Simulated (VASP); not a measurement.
# NbAs (I4_1md) in VASP: settings compared, part 2 of 2

VASP 6.6.1. Earlier steps stand in the parts before.

## Step 5: Single point, PBEsol

This run uses another cell than the first one, of 15.05 Å³/atom.

File INCAR:

```
ALGO = Normal ; EDIFF = 1E-6
ENCUT = 520 ; GGA = PS
ISIF = 2 ; ISMEAR = -1
LASPH = True ; LCHARG = True
LELF = True ; LREAL = False
LVHAR = True ; LWAVE = False
NBANDS = 26 ; NELM = 100
PREC = Accurate ; SIGMA = 0.05
```

File KPOINTS:

```
k-points
0
Gamma
  11 11 11
```

File POSCAR:

```
NbAs
1.0
   -1.6629011967      1.6629011967      5.4428307050
    1.6629011967     -1.6629011967      5.4428307050
    1.6629011967      1.6629011967     -5.4428307050
Nb As
2 2
Direct
    0.4973956589     -0.0026043411      0.5000000000
    0.7473956589      0.7473956589      0.0000000000
    0.9186043411      0.4186043411      0.5000000000
    0.1686043411      0.1686043411      0.0000000000
```

Potentials or basis: VASP PAW PBE potentials, release 64 (Nb_sv, As).

On the command line:

```
> cat potpaw_PBE.64/Nb_sv/POTCAR potpaw_PBE.64/As/POTCAR > POTCAR
> mpirun -np 1 vasp_std > vasp.out
```

OUTCAR:

```text
EDIFF = 1E-6
   ENCUT = 520
   GGA = PS
   ISIF = 2
   ISMEAR = -1
   LASPH = True
   LREAL = False
   NELM = 100
   PREC = Accurate

 ion  position               nearest neighbor table
   1  0.497  0.997  0.500-   4 2.50   4 2.50   3 2.50   3 2.50   3 2.50   3 2.50
   2  0.747  0.747  0.000-   3 2.50   3 2.50   4 2.50   4 2.50   4 2.50   4 2.50
   3  0.919  0.419  0.500-   2 2.50   2 2.50   1 2.50   1 2.50   1 2.50   1 2.50
   4  0.169  0.169  0.000-   1 2.50   1 2.50   2 2.50   2 2.50   2 2.50   2 2.50

  LATTYP: Found a body centered tetragonal cell.
 ALAT       =     3.3258023934
 C/A-ratio  =     3.2730932636

  Lattice vectors:

 A1 = (  -1.6629011967,   1.6629011967,   5.4428307050)
 A2 = (   1.6629011967,  -1.6629011967,   5.4428307050)
 A3 = (   1.6629011967,   1.6629011967,  -5.4428307050)

Analysis of symmetry for initial positions (statically):
=====================================================================
 Subroutine PRICEL returns:
 Original cell was already a primitive cell.

 Routine SETGRP: Setting up the symmetry group for a
 body centered tetragonal supercell.

 Subroutine GETGRP returns: Found  8 space group operations
 (whereof  4 operations were pure point group operations)
 out of a pool of 16 trial point group operations.

The static configuration has the point symmetry C_2v.
 The point group associated with its full space group is C_4v.

Analysis of symmetry for dynamics (positions and initial velocities):
=====================================================================
 Subroutine PRICEL returns:
 Original cell was already a primitive cell.

 Routine SETGRP: Setting up the symmetry group for a
 body centered tetragonal supercell.

 Subroutine GETGRP returns: Found  8 space group operations
 (whereof  4 operations were pure point group operations)
 out of a pool of 16 trial point group operations.

[... 117 lines left out ...]
   NUPDOWN=      -1.0000    fix difference up-down
   EMIN   =  10.00;   EMAX   =-10.00  energy-range for DOS
   EFERMI =   0.00;   METHOD = LEGACY
   ISMEAR =    -1;   SIGMA  =   0.05  broadening in eV -4-tet -1-fermi 0-gaus
   EFERMI_NEDOS =   21; number of points for ismear=-14 and -15
   IALGO  =     38    algorithm
   IMIX   =      4    mixing-type and parameters
     AMIX     =   0.40;   BMIX     =  1.00
     AMIX_MAG =   1.60;   BMIX_MAG =  1.00
  volume/ion in A,a.u.               =      15.05       101.57
  Fermi-wavevector in a.u.,A,eV,Ry     =   1.379229  2.606365 25.881996  1.902273
  Thomas-Fermi vector in A             =   2.504218
   LORBIT       =      0    0 simple, 1 ext, 2 COOP (PROOUT), +10 PAW based schemes
   GGA     = PS    functional components
   LHFCALC =     F    Hartree Fock is set to
   AEXX    =    0.0000 exact exchange contribution
   IVDW    =     0    specifies the selected vdW correction
   LEPSILON=     F    determine dielectric tensor
   LRPA    =     F    only Hartree local field effects (RPA)
 non-spin polarized calculation
  energy-cutoff  :      520.00
  volume of cell :       60.20
 maximum number of plane-waves:      1635
 NGX is ok and might be reduce to    48
   NGX = 21   NGY = 21   NGZ = 21

 number of electron      36.0000000 magnetization

 Free energy of the ion-electron system (eV)
  ---------------------------------------------------
  ext. energy  EPLUGINS =         0.00000000
  ---------------------------------------------------
  free energy    TOTEN  =       -34.40593574 eV

  energy without entropy =      -34.40120167  energy(sigma->0) =      -34.40356871

 E-fermi :  11.4636     XC(G=0): -12.6873

 val. band max:       11.4509377359   @ k =  -0.0909   0.3636   0.0909
 cond. band min:      11.4712170854   @ k =  -0.0909  -0.3636   0.0909
 fundamental gap:      0.0202793495
 Fermi energy:        11.4636164263

 k-point     1 :       0.0000    0.0000    0.0000
  band No.  band energies     occupation
      1     -43.2213      2.00000
      2     -43.1538      2.00000
      3     -19.6831      2.00000
      4     -19.4366      2.00000
      5     -19.4366      2.00000
      6     -19.2327      2.00000
[... 685 lines left out ...]
     25      16.0520      0.00000
     26      17.6974      0.00000

 [... further k-points ...]
[... 5 lines left out ...]
  --------------------------------------------------------------------------------------
  -------------------------------------------------------------------------------------
  Total       11.4560907     11.4560907     11.3932563      0.0000000      0.0000000      0.0000000
  in kB      304.8802678    304.8802678    303.2080584      0.0000000      0.0000000      0.0000000
  external PRESSURE =     304.3228647 kB  Pullay stress =       0.0000000 kB

 VOLUME and BASIS-vectors are now :
 -----------------------------------------------------------------------------
  energy-cutoff  :      520.00
  volume of cell :       60.20
      direct lattice vectors                 reciprocal lattice vectors
    -1.662901197  1.662901197  5.442830705     0.000000000  0.300679319  0.091863963
     1.662901197 -1.662901197  5.442830705     0.300679319  0.000000000  0.091863963
     1.662901197  1.662901197 -5.442830705     0.300679319  0.300679319  0.000000000

 POSITION                                       TOTAL-FORCE (eV/Angst)
 -----------------------------------------------------------------------------------
      1.66290      0.00000      5.41448         0.000000     -0.000000     -0.011380
      0.00000      0.00000      8.13590        -0.000000      0.000000     -0.011380
      0.00000      1.66290      4.55679        -0.000000     -0.000000      0.011380
      0.00000      0.00000      1.83537        -0.000000     -0.000000      0.011380
 -----------------------------------------------------------------------------------
    total drift:                                0.000000      0.000000      0.000558

  FREE ENERGIE OF THE ION-ELECTRON SYSTEM (eV)
  ---------------------------------------------------
  free  energy   TOTEN  =       -34.4059357441 eV

  energy  without entropy=      -34.4012016708  energy(sigma->0) =      -34.40356871
```

OSZICAR:

```text
N       E                     dE             d eps       ncg     rms          rms(c)
DAV:   1     0.366793096510E+03    0.36679E+03   -0.19169E+04  6552   0.139E+03
DAV:   2    -0.583227374671E+01   -0.37263E+03   -0.36207E+03  7806   0.513E+02
DAV:   3    -0.343268350185E+02   -0.28495E+02   -0.28035E+02 12136   0.108E+02
DAV:   4    -0.359361680347E+02   -0.16093E+01   -0.16007E+01  9584   0.209E+01
DAV:   5    -0.359909379705E+02   -0.54770E-01   -0.54725E-01 11284   0.413E+00    0.140E+01
DAV:   6    -0.344423679169E+02    0.15486E+01   -0.46957E+00 10028   0.165E+01    0.471E+00
DAV:   7    -0.344145618341E+02    0.27806E-01   -0.39625E-01 10484   0.352E+00    0.241E+00
DAV:   8    -0.344056658116E+02    0.88960E-02   -0.63204E-02 10038   0.154E+00    0.400E-01
DAV:   9    -0.344058228938E+02   -0.15708E-03   -0.40158E-03 10512   0.443E-01    0.239E-01
DAV:  10    -0.344059612518E+02   -0.13836E-03   -0.11526E-03  7568   0.333E-01    0.527E-02
DAV:  11    -0.344059385597E+02    0.22692E-04   -0.66198E-05  9662   0.748E-02    0.197E-02
DAV:  12    -0.344059370838E+02    0.14760E-05   -0.36874E-06  8328   0.184E-02    0.812E-03
DAV:  13    -0.344059358983E+02    0.11854E-05   -0.75774E-07  4526   0.926E-03    0.293E-03
DAV:  14    -0.344059357441E+02    0.15422E-06   -0.27443E-07  4116   0.582E-03
   1 F= -.34405936E+02 E0= -.34403569E+02  d E =-.473407E-02
```

stdout:

```text
POSCAR found type information on POSCAR NbAs
 POSCAR found :  2 types and       4 ions
 scaLAPACK will be used
 -----------------------------------------------------------------------------
|                                                                             |
|                                                                             |
|     You enforced a specific xc type in the INCAR file but a different       |
|     I HOPE YOU KNOW WHAT YOU ARE DOING!                                     |
|                                                                             |
 -----------------------------------------------------------------------------

 LDA part: xc-table for (Slater+PW92), standard interpolation
 POSCAR, INCAR and KPOINTS ok, starting setup
 FFT: planning ... GRIDC
 FFT: planning ... GRID_SOFT
 FFT: planning ... GRID
 WAVECAR not read
 entering main loop
```

It took 3.5 min on 1 thread of Intel Xeon 6975P-C (Granite Rapids), shared host; peak memory 0.43 GiB.

What came out:

* Free energy: -34.4059 eV
* Pressure: 30.4 GPa
* Largest force: 0.011 eV/Å
* Band gap on the k mesh: 0.02 eV (least direct gap 0.07 eV)

Forces in eV/Å, atoms in the order of the input:
```
Nb   0.000  0.000 -0.011
Nb   0.000  0.000 -0.011
As   0.000  0.000  0.011
As   0.000  0.000  0.011
```

Caveat: the cell stands under pressure; the PAW data sets were made with another functional, which shifts forces and pressure a little; an odd mesh through Γ misses points on the zone boundary, where band edges can lie.

## Step 6: Overview

| level | potentials or basis | cell | gap on the mesh (eV) | pressure (GPa) | largest force (eV/Å) |
| --- | --- | --- | --- | --- | --- |
| PBE | VASP PAW PBE potentials, release 64 (Nb_sv, As) | a = 6.200 Å, angles 148.4, 148.4, 45.4°, 4 atoms, atomic positions A | 0.03 | 15.9 | 0.38 |
| LDA | VASP PAW LDA potentials, release 64 (Nb_sv, As) | a = 6.200 Å, angles 148.4, 148.4, 45.4°, 4 atoms, atomic positions A | 0.02 | 6.5 | 0.36 |
| PBEsol | VASP PAW PBE potentials, release 64 (Nb_sv, As) | a = 6.200 Å, angles 148.4, 148.4, 45.4°, 4 atoms, atomic positions A | 0.03 | 9.9 | 0.37 |
| PBEsol | VASP PAW PBE potentials, release 64 (Nb_sv, As) | a = 5.929 Å, angles 147.4, 147.4, 46.7°, 4 atoms, atomic positions B | 0.02 | 30.4 | 0.01 |

Alike in all rows: task single point; no spin polarisation; k mesh 11 × 11 × 11; cutoff (eV) 520; smearing fermi-dirac 0.05 eV.

Caveats: the cell stands under pressure; an odd mesh through Γ misses points on the zone boundary, where band edges can lie; the PAW data sets were made with another functional, which shifts forces and pressure a little (at least some runs).

Absolute energies hang on the potentials; compare differences alone.
